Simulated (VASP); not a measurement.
# Te2Mo (P-6m2) in VASP: settings compared

Te2Mo is run at these levels: PBE+D3(BJ), PBEsol+D3(BJ), BLYP, r2SCAN; tasks: single point, relaxation of cell and atoms.

All numbers are computed with VASP 6.6.1; they aren't measurements. Logs are shortened: lines on timing, memory, paths and dates and some standing lists are left out, and cuts for length are marked.

## Step 1: The cell of the first run

Symmetry: P-6m2, No. 187, hexagonal system. The conventional cell has a = 3.496 Å, b = 3.496 Å, c = 21.331 Å, α = 90.00°, β = 90.00°, γ = 120.00°. Within 3.8 Å of Te (site symmetry 3m) lie 3 Mo at 2.72 Å and 10 Te at 3.50 to 3.80 Å. Within 3.7 Å of Te (site symmetry 3m) lie 3 Mo at 2.72 Å and 7 Te at 3.50 to 3.64 Å. Within 3.8 Å of Te (site symmetry 3m) lie 3 Mo at 2.72 Å and 10 Te at 3.50 to 3.80 Å. Mo (site symmetry -6m2) has 6 Te at 2.72 Å and 6 Mo at 3.50 Å within 3.6 Å. Mo (site symmetry 3m) has 6 Te at 2.72 Å and 6 Mo at 3.50 Å within 3.6 Å.

## Step 2: Single point, PBE+D3(BJ)

File INCAR:

```
ALGO = Normal
EDIFF = 1E-7
ENCUT = 520
GGA = PE
ISIF = 2
ISMEAR = -1
IVDW = 12
LASPH = True
LCHARG = True
LELF = True
LREAL = False
LVHAR = True
LWAVE = False
NBANDS = 49
NELM = 100
PREC = Accurate
SIGMA = 0.05
```

File KPOINTS:

```
k-points
0
Gamma
  9 9 1
```

File POSCAR:

```
Te2Mo
1.0
    3.4959465535      0.0000000000      0.0000000000
   -1.7479732768      3.0275785256      0.0000000000
    0.0000000000      0.0000000000     21.3306707716
Te Mo
6 3
Direct
    0.0000000000      0.0000000000      0.0852033673
    0.3333333333      0.6666666667      0.4065293750
    0.3333333333      0.6666666667      0.7639499380
    0.3333333333      0.6666666667      0.2360500620
    0.3333333333      0.6666666667      0.5934706250
    0.0000000000      0.0000000000      0.9147966327
    0.3333333333      0.6666666667      0.0000000000
    0.0000000000      0.0000000000      0.3213187725
    0.0000000000      0.0000000000      0.6786812275
```

Potentials or basis: VASP PAW PBE potentials, release 64 (Te, Mo_sv).

On the command line:

```sh
$ cat potpaw_PBE.64/Te/POTCAR potpaw_PBE.64/Mo_sv/POTCAR > POTCAR
$ mpirun -np 1 vasp_std > vasp.out
```

OUTCAR:

```text
EDIFF = 1E-7
   ENCUT = 520
   GGA = PE
   ISIF = 2
   ISMEAR = -1
   IVDW = 12
   LASPH = True
   LREAL = False
   NELM = 100
   PREC = Accurate
 IVDW          = 12

 ion  position               nearest neighbor table
   1  0.000  0.000  0.085-   7 2.72   7 2.72   7 2.72   6 3.63
   2  0.333  0.667  0.407-   8 2.72   8 2.72   8 2.72   4 3.64
   3  0.333  0.667  0.764-   9 2.72   9 2.72   9 2.72   5 3.64
   4  0.333  0.667  0.236-   8 2.72   8 2.72   8 2.72   2 3.64
   5  0.333  0.667  0.593-   9 2.72   9 2.72   9 2.72   3 3.64
   6  0.000  0.000  0.915-   7 2.72   7 2.72   7 2.72   1 3.63
   7  0.333  0.667  0.000-   1 2.72   6 2.72   1 2.72   6 2.72   1 2.72   6 2.72
   8  0.000  0.000  0.321-   2 2.72   2 2.72   2 2.72   4 2.72   4 2.72   4 2.72
   9  0.000  0.000  0.679-   5 2.72   5 2.72   5 2.72   3 2.72   3 2.72   3 2.72

  LATTYP: Found a hexagonal cell.
 ALAT       =     3.4959465535
 C/A-ratio  =     6.1015437293

  Lattice vectors:

 A1 = (   3.4959465535,   0.0000000000,   0.0000000000)
 A2 = (  -1.7479732768,   3.0275785256,   0.0000000000)
 A3 = (   0.0000000000,   0.0000000000,  21.3306707716)

Analysis of symmetry for initial positions (statically):
=====================================================================
 Subroutine PRICEL returns:
 Original cell was already a primitive cell.

 Routine SETGRP: Setting up the symmetry group for a
 hexagonal supercell.

 Subroutine GETGRP returns: Found 12 space group operations
 (whereof 12 operations were pure point group operations)
 out of a pool of 24 trial point group operations.

The static configuration has the point symmetry D_3h.

Analysis of symmetry for dynamics (positions and initial velocities):
=====================================================================
 Subroutine PRICEL returns:
 Original cell was already a primitive cell.

 Routine SETGRP: Setting up the symmetry group for a
 hexagonal supercell.

 Subroutine GETGRP returns: Found 12 space group operations
 (whereof 12 operations were pure point group operations)
 out of a pool of 24 trial point group operations.

The dynamic configuration has the point symmetry D_3h.

 Subroutine INISYM returns: Found 12 space group operations
 (whereof 12 operations are pure point group operations),
 and found     1 'primitive' translations
[... 98 lines left out ...]
   EDIFFG = 0.1E-05   stopping-criterion for IOM
   NSW    =      0    number of steps for IOM
   IBRION =     -1    ionic relax: 0-MD 1-quasi-New 2-CG
   NFREE  =      0    steps in history (QN), initial steepest desc. (CG)
   ISIF   =      2    stress and relaxation
   ISYM   =      2    0-nonsym 1-usesym 2-fastsym
   POTIM  = 0.5000    time-step for ionic-motion
   TEBEG  =    0.0;   TEEND  =   0.0 temperature during run
   PSTRESS=    0.0 pullay stress
   NELECT =      78.0000    total number of electrons
   NUPDOWN=      -1.0000    fix difference up-down
   EMIN   =  10.00;   EMAX   =-10.00  energy-range for DOS
   EFERMI =   0.00;   METHOD = LEGACY
   ISMEAR =    -1;   SIGMA  =   0.05  broadening in eV -4-tet -1-fermi 0-gaus
   EFERMI_NEDOS =   21; number of points for ismear=-14 and -15
   IALGO  =     38    algorithm
   IMIX   =      4    mixing-type and parameters
     AMIX     =   0.40;   BMIX     =  1.00
     AMIX_MAG =   1.60;   BMIX_MAG =  1.00
  volume/ion in A,a.u.               =      25.09       169.29
  Fermi-wavevector in a.u.,A,eV,Ry     =   1.148730  2.170786 17.953998  1.319582
  Thomas-Fermi vector in A             =   2.285404
   LORBIT       =      0    0 simple, 1 ext, 2 COOP (PROOUT), +10 PAW based schemes
   GGA     = PE    functional components
   LHFCALC =     F    Hartree Fock is set to
   AEXX    =    0.0000 exact exchange contribution
   IVDW    =    12    specifies the selected vdW correction
   LEPSILON=     F    determine dielectric tensor
   LRPA    =     F    only Hartree local field effects (RPA)
 non-spin polarized calculation
  energy-cutoff  :      520.00
  volume of cell :      225.77
 maximum number of plane-waves:      6187
 NGX is ok and might be reduce to    28
   NGX = 13   NGY = 13   NGZ = 79

 number of electron      78.0000003 magnetization

 Free energy of the ion-electron system (eV)
  ---------------------------------------------------
  ext. energy  EPLUGINS =         0.00000000
  ---------------------------------------------------
  free energy    TOTEN  =       -53.86199427 eV

  energy without entropy =      -53.86191990  energy(sigma->0) =      -53.86195708

 E-fermi :   8.4786     XC(G=0): -10.3771

 val. band max:        8.1347497224   @ k =   0.0000   0.0000   0.0000
 cond. band min:       8.8703270575   @ k =   0.2222   0.2222   0.0000
 fundamental gap:      0.7355773350
 Fermi energy:         8.4785697139

 k-point     1 :       0.0000    0.0000    0.0000
  band No.  band energies     occupation
      1     -52.6968      2.00000
      2     -52.6949      2.00000
      3     -52.6949      2.00000
      4     -26.8750      2.00000
      5     -26.8750      2.00000
      6     -26.8736      2.00000
[... 613 lines left out ...]
     48      10.6623      0.00000
     49      11.7476      0.00000

------------------------ aborting loop because EDIFF is reached ----------------------------------------

 Edisp (eV)   -4.81992

 E8    (eV) :    -2.2221

  FORCE on cell =-STRESS in cart. coord.  units (eV):
  Direction    XX          YY          ZZ          XY          YZ          ZX
  --------------------------------------------------------------------------------------
  -------------------------------------------------------------------------------------
  Total      -0.03938    -0.03938     0.08114     0.00000     0.00000     0.00000
  in kB      -0.27943    -0.27943     0.57578     0.00000     0.00000     0.00000
  external pressure =        0.01 kB  Pullay stress =        0.00 kB

 VOLUME and BASIS-vectors are now :
 -----------------------------------------------------------------------------
  energy-cutoff  :      520.00
  volume of cell :      225.77
      direct lattice vectors                 reciprocal lattice vectors
     3.495946554  0.000000000  0.000000000     0.286045563  0.165148483  0.000000000
    -1.747973277  3.027578526  0.000000000     0.000000000  0.330296966  0.000000000
     0.000000000  0.000000000 21.330670772     0.000000000  0.000000000  0.046880851

 POSITION                                       TOTAL-FORCE (eV/Angst)
 -----------------------------------------------------------------------------------
      0.00000      0.00000      1.81744        -0.000000      0.000000      0.017472
     -0.00000      2.01839      8.67154         0.000000     -0.000000      0.012472
     -0.00000      2.01839     16.29556         0.000000     -0.000000      0.017563
     -0.00000      2.01839      5.03511         0.000000     -0.000000     -0.017563
     -0.00000      2.01839     12.65913         0.000000      0.000000     -0.012472
      0.00000      0.00000     19.51323        -0.000000      0.000000     -0.017472
     -0.00000      2.01839      0.00000         0.000000     -0.000000     -0.000000
      0.00000      0.00000      6.85394        -0.000000     -0.000000     -0.000371
      0.00000      0.00000     14.47673        -0.000000     -0.000000      0.000371
 -----------------------------------------------------------------------------------
    total drift:                                0.000000     -0.000000     -0.000000

  FREE ENERGIE OF THE ION-ELECTRON SYSTEM (eV)
  ---------------------------------------------------
  free  energy   TOTEN  =       -58.6819119731 eV

  energy  without entropy=      -58.6818375961  energy(sigma->0) =      -58.68187478
```

OSZICAR:

```text
N       E                     dE             d eps       ncg     rms          rms(c)
DAV:   1     0.644709865894E+03    0.64471E+03   -0.40236E+04  1344   0.143E+03
DAV:   2    -0.162182835913E+02   -0.66093E+03   -0.64068E+03  1448   0.343E+02
DAV:   3    -0.545377903683E+02   -0.38320E+02   -0.37336E+02  1456   0.718E+01
[... 13 lines left out ...]
DAV:  17    -0.538619948374E+02    0.33670E-06   -0.22574E-06  1431   0.595E-03    0.270E-02
DAV:  18    -0.538619947173E+02    0.12010E-06   -0.18388E-06  1247   0.517E-03    0.894E-03
DAV:  19    -0.538619943754E+02    0.34194E-06   -0.70063E-07  1350   0.356E-03    0.281E-03
DAV:  20    -0.538619942739E+02    0.10148E-06   -0.73876E-08   742   0.116E-03    0.944E-04
DAV:  21    -0.538619942734E+02    0.46475E-09   -0.20092E-08   768   0.512E-04
   1 F= -.58681912E+02 E0= -.58681875E+02  d E =-.743769E-04
```

stdout:

```text
POSCAR found type information on POSCAR TeMo
 POSCAR found :  2 types and       9 ions
 scaLAPACK will be used
 LDA part: xc-table for (Slater+PW92), standard interpolation
 POSCAR, INCAR and KPOINTS ok, starting setup
 FFT: planning ... GRIDC
 FFT: planning ... GRID_SOFT
 FFT: planning ... GRID
 WAVECAR not read
 entering main loop
```

Run time: 5.7 min. Hardware: 1 thread of Intel Xeon 8259CL, shared host; peak memory 0.4 GiB.

What came out:

| Quantity | Value |
| --- | --- |
| Free energy | -58.6819 eV |
| Pressure | 0.0 GPa |
| Largest force | 0.018 eV/Å |
| Band gap on the k mesh | 0.74 eV (least direct gap 1.14 eV) |
| Dispersion energy per atom | -0.536 eV |

Forces in eV/Å, atoms in the order of the input:
```
Te   0.000  0.000  0.017
Te   0.000  0.000  0.012
Te   0.000  0.000  0.018
Te   0.000  0.000 -0.018
Te   0.000  0.000 -0.012
Te   0.000  0.000 -0.017
Mo   0.000  0.000  0.000
Mo   0.000  0.000  0.000
Mo   0.000  0.000  0.000
```

Levels at points of the mesh, in eV from the valence-band top:
```csv
k point,band 36,band 37,band 38,band 39,band 40,band 41,band 42,band 43
"(0.00, 0.00, 0.00)",-0.99,-0.70,-0.06,0.00,2.92,2.92,2.95,2.95
```

Caveat: spin-orbit coupling is left out, which moves the levels of the heavy elements; an odd mesh through Γ misses points on the zone boundary, where band edges can lie.

## Step 3: Relaxation of cell and atoms, PBEsol+D3(BJ)

This run uses another cell than the first one.

File INCAR:

```
SYSTEM = Te2Mo
PREC     = Accurate       ! precision mode
ENCUT    = 600            ! plane-wave cutoff, eV
EDIFF    = 1E-6           ! SCF threshold, eV
ISMEAR   = -1             ! smearing method
SIGMA    = 0.05           ! smearing width, eV
LREAL    = .False.        ! projectors in reciprocal space
LASPH    = .True.         ! aspherical terms in the spheres
NELM     = 60             ! most SCF steps
ALGO     = Normal         ! electronic algorithm
ISIF     = 3              ! what is computed and relaxed
LWAVE    = .False.        ! write WAVECAR
LCHARG   = .False.        ! write CHGCAR
GGA      = PS             ! functional
IVDW     = 12             ! dispersion correction
IBRION   = 2              ! ionic algorithm
NSW      = 60             ! ionic steps
EDIFFG   = -0.01          ! ionic threshold
```

File KPOINTS:

```
regular mesh
0
Gamma
  9 9 1
  0 0 0
```

File POSCAR:

```
Te2Mo
1.0
    3.5624185427      0.0000000000      0.0000000000
   -1.7812092714      3.0851449569      0.0000000000
    0.0000000000      0.0000000000     31.5632657400
Te Mo
6 3
Direct
    0.0000000000      0.0000000000      0.0567620800
    0.3333333333      0.6666666667      0.2889862200
    0.3333333333      0.6666666667      0.8244042500
    0.3333333333      0.6666666667      0.1755957500
    0.3333333333      0.6666666667      0.7110137800
    0.0000000000      0.0000000000      0.9432379200
    0.3333333333      0.6666666667      0.0000000000
    0.0000000000      0.0000000000      0.2323060100
    0.0000000000      0.0000000000      0.7676939900
```

Potentials or basis: VASP PAW PBE potentials, release 64 (Te, Mo_sv).

On the command line:

```sh
$ cat potpaw_PBE.64/Te/POTCAR potpaw_PBE.64/Mo_sv/POTCAR > POTCAR
$ mpirun -np 1 vasp_std > vasp.out
```

Wall time 35 min (1 thread of AMD EPYC 9R45 (Zen 5), shared host); peak memory 0.6 GiB.

It converged, with:

- Free energy: -63.3417 eV
- Relaxed cell: a = 3.438 Å, b = 3.438 Å, c = 28.926 Å, α = 90.00°, β = 90.00°, γ = 120.00°
- Space group after relaxing (to 0.1 Å): P-6m2 (No. 187)
- Energy gained by relaxing: 66.1 meV/atom
- Ionic steps: 15
- Largest force after relaxing: 0.009 eV/Å
- Band gap on the k mesh: 0.63 eV (least direct gap 1.09 eV)
- Dispersion energy per atom: -0.496 eV

Forces in eV/Å, atoms in the order of the input:
```
Te   0.000  0.000  0.004
Te   0.000  0.000  0.009
Te   0.000  0.000  0.006
Te   0.000  0.000 -0.006
Te   0.000  0.000 -0.009
Te   0.000  0.000 -0.004
Mo   0.000  0.000  0.000
Mo   0.000  0.000  0.008
Mo   0.000  0.000 -0.008
```

The path:
```tsv
step	energy change (eV)	largest force (eV/Å)	pressure (GPa)	volume (Å³)
1	0.0000	0.2502	-3.54	346.90
2	0.1619	1.9306	6.20	305.83
3	-0.2340	0.7464	0.08	328.12
4	-0.3383	0.3461	-0.12	322.17
5	-0.3411	0.2743	-0.16	321.02
6	-0.3741	0.2910	-0.10	318.47
7	-0.4668	0.3442	0.11	310.81
8	-0.5760	0.3946	0.99	295.52
9	-0.5930	0.1144	-0.10	296.84
10	-0.5930	0.1131	-0.09	296.83
11	-0.5939	0.0822	-0.07	296.62
12	-0.5944	0.0558	-0.03	296.25
13	-0.5944	0.0505	-0.02	296.28
14	-0.5946	0.0202	-0.01	296.13
15	-0.5946	0.0087	0.02	296.04
```

Final structure:
```xyz
9
Lattice="3.4377 0.0000 0.0000 -1.7188 2.9771 0.0000 0.0000 0.0000 28.9262" Properties=species:S:1:pos:R:3 pbc="T T T"
Te    0.0000    0.0000    1.8157
Te    0.0000    1.9847    8.4798
Te    0.0000    1.9847   24.0824
Te    0.0000    1.9847    4.8438
Te    0.0000    1.9847   20.4464
Te    0.0000    0.0000   27.1105
Mo    0.0000    1.9847    0.0000
Mo    0.0000    0.0000    6.6636
Mo    0.0000    0.0000   22.2626
```

Levels at points of the mesh, in eV from the valence-band top:
```csv
k point,band 37,band 38,band 39,band 40,band 41,band 42
"(0.00, 0.00, 0.00)",-1.07,0.00,0.00,2.95,2.95,3.01
```

Caveat: the PAW data sets were made with another functional, which shifts forces and pressure a little; spin-orbit coupling is left out, which moves the levels of the heavy elements.

## Step 4: Single point, BLYP

This run uses another cell than the first one.

File INCAR:

```
SYSTEM = Te2Mo
  PREC = Accurate
  ENCUT = 520
  EDIFF = 1E-6
  ISMEAR = -1
  SIGMA = 0.05
  LREAL = .FALSE.
  LASPH = .TRUE.
  NELM = 80
  ALGO = Normal
  ISIF = 2
  LWAVE = .FALSE.
  LCHARG = .TRUE.
  GGA = B5
  ALDAX = 1.0
  AGGAX = 1.0
  AGGAC = 1.0
  ALDAC = 0.0
  LELF = .TRUE.
  LVHAR = .TRUE.
  NBANDS = 49
```

File KPOINTS:

```
Automatic mesh
0
G
  7 7 1
  0 0 0
```

File POSCAR:

```
Te2Mo
1.0
    3.6760897797      0.0000000000      0.0000000000
   -1.8380448899      3.1835871358      0.0000000000
    0.0000000000      0.0000000000     34.1734359327
Te Mo
6 3
Direct
    0.0000000000      0.0000000000      0.0527134586
    0.3333333333      0.6666666667      0.3470655716
    0.3333333333      0.6666666667      0.7584300839
    0.3333333333      0.6666666667      0.2415699161
    0.3333333333      0.6666666667      0.6529344284
    0.0000000000      0.0000000000      0.9472865414
    0.3333333333      0.6666666667      0.0000000000
    0.0000000000      0.0000000000      0.2943156762
    0.0000000000      0.0000000000      0.7056843238
```

On the command line:

```sh
$ cat potpaw_PBE.64/Te/POTCAR potpaw_PBE.64/Mo_sv/POTCAR > POTCAR
$ mpirun -np 1 vasp_std > vasp.out
```

Run time: 3.7 min. Hardware: 1 thread of Intel Xeon 6975P-C (Granite Rapids), shared host; peak memory 0.52 GiB.

The run converged. Its results:

- Free energy: -46.1210 eV
- Largest force: 0.060 eV/Å
- Band gap on the k mesh: 1.17 eV

Forces on the atoms (eV/Å):
```
Te   0.000  0.000  0.060
Te   0.000  0.000  0.049
Te   0.000  0.000  0.047
Te   0.000  0.000 -0.047
Te   0.000  0.000 -0.049
Te   0.000  0.000 -0.060
Mo   0.000  0.000  0.000
Mo   0.000  0.000  0.002
Mo   0.000  0.000 -0.002
```

Levels at points of the mesh, in eV from the valence-band top:
```tsv
k point	band 35	band 36	band 37	band 38	band 39	band 40	band 41	band 42	band 43	band 44
(0.00, 0.00, 0.00)	-0.80	-0.80	-0.07	-0.04	-0.02	2.83	2.83	2.83	2.83	2.83
```

Caveat: the PAW data sets were made with another functional, which shifts forces and pressure a little; spin-orbit coupling is left out, which moves the levels of the heavy elements.

## Step 5: Single point, r2SCAN

This run uses another cell than the first one.

File POSCAR:

```
Te2Mo
1.0
    3.5624185427      0.0000000000      0.0000000000
   -1.7812092714      3.0851449569      0.0000000000
    0.0000000000      0.0000000000     31.5632657400
Te Mo
6 3
Direct
    0.0000000000      0.0000000000      0.0567620800
    0.3333333333      0.6666666667      0.2889862200
    0.3333333333      0.6666666667      0.8244042500
    0.3333333333      0.6666666667      0.1755957500
    0.3333333333      0.6666666667      0.7110137800
    0.0000000000      0.0000000000      0.9432379200
    0.3333333333      0.6666666667      0.0000000000
    0.0000000000      0.0000000000      0.2323060100
    0.0000000000      0.0000000000      0.7676939900
```

File INCAR.step1:

```
PREC = Accurate ; ENCUT = 520
ISMEAR = -1 ; SIGMA = 0.05
LREAL = F ; LASPH = T
NELM = 60 ; NBANDS = 49
GGA = PE ; ALGO = Normal
EDIFF = 1E-4 ; LWAVE = T
LCHARG = F
```

File INCAR.step2:

```
PREC = Accurate ; ENCUT = 520
EDIFF = 1E-7 ; ISMEAR = -1
SIGMA = 0.05 ; LREAL = F
LASPH = T ; NELM = 60
ALGO = Normal ; ISIF = 2
LWAVE = F ; LCHARG = T
METAGGA = R2SCAN ; LMIXTAU = T
LELF = T ; LVHAR = T
NBANDS = 49 ; ISTART = 1
```

File KPOINTS:

```
regular mesh
0
Gamma
  7 7 1
```

On the command line:

```sh
$ cat potpaw_PBE.64/Te/POTCAR potpaw_PBE.64/Mo_sv/POTCAR > POTCAR
$ cp INCAR.step1 INCAR
$ mpirun -np 1 vasp_std > vasp.out
$ cp INCAR.step2 INCAR
$ mpirun -np 1 vasp_std > vasp.out
```

Wall time 11 min (1 thread of Intel Xeon 6975P-C (Granite Rapids), shared host); peak memory 0.53 GiB.

It converged, with:

```
Free energy            : -233.4362 eV
Largest force          : 0.024 eV/Å
Band gap on the k mesh : 1.24 eV (least direct gap 1.39 eV)
```

Forces in eV/Å, atoms in the order of the input:
```
Te   0.000  0.000 -0.003
Te   0.000  0.000  0.017
Te   0.000  0.000  0.024
Te   0.000  0.000 -0.024
Te   0.000  0.000 -0.017
Te   0.000  0.000  0.003
Mo   0.000  0.000  0.000
Mo   0.000  0.000  0.015
Mo   0.000  0.000 -0.015
```

Levels at points of the mesh, in eV from the valence-band top:
```
           k point  band 36  band 37  band 38  band 39  band 40  band 41  band 42  band 43
(0.00, 0.00, 0.00)    -1.03    -0.60    -0.19     0.00     3.10     3.10     3.13     3.13
```

Caveat: the PAW data sets were made with another functional, which shifts forces and pressure a little; spin-orbit coupling is left out, which moves the levels of the heavy elements.

## Step 6: Summary

```tsv
task	level	cell	k mesh	cutoff (eV)	gap on the mesh (eV)	largest force (eV/Å)
single point	PBE+D3(BJ)	a = 3.496, b = 3.496, c = 21.331 Å, angles 90.0, 90.0, 120.0°, 9 atoms, atomic positions A	9 × 9 × 1	520	0.74	0.02
relaxation of cell and atoms	PBEsol+D3(BJ)	relaxed from a = 3.562, b = 3.562, c = 31.563 Å, angles 90.0, 90.0, 120.0°, 9 atoms, atomic positions B	9 × 9 × 1	600	0.63	0.01
single point	BLYP	a = 3.676, b = 3.676, c = 34.173 Å, angles 90.0, 90.0, 120.0°, 9 atoms, atomic positions C	7 × 7 × 1	520	1.17	0.06
single point	r2SCAN	a = 3.562, b = 3.562, c = 31.563 Å, angles 90.0, 90.0, 120.0°, 9 atoms, atomic positions B	7 × 7 × 1	520	1.24	0.02
```

Alike in all rows: potentials or basis VASP PAW PBE potentials, release 64 (Te, Mo_sv); no spin polarisation; smearing fermi-dirac 0.05 eV.

Caveats: spin-orbit coupling is left out, which moves the levels of the heavy elements; the PAW data sets were made with another functional, which shifts forces and pressure a little (at least some runs); an odd mesh through Γ misses points on the zone boundary, where band edges can lie (at least some runs).

Absolute energies hang on the potentials; compare differences alone.
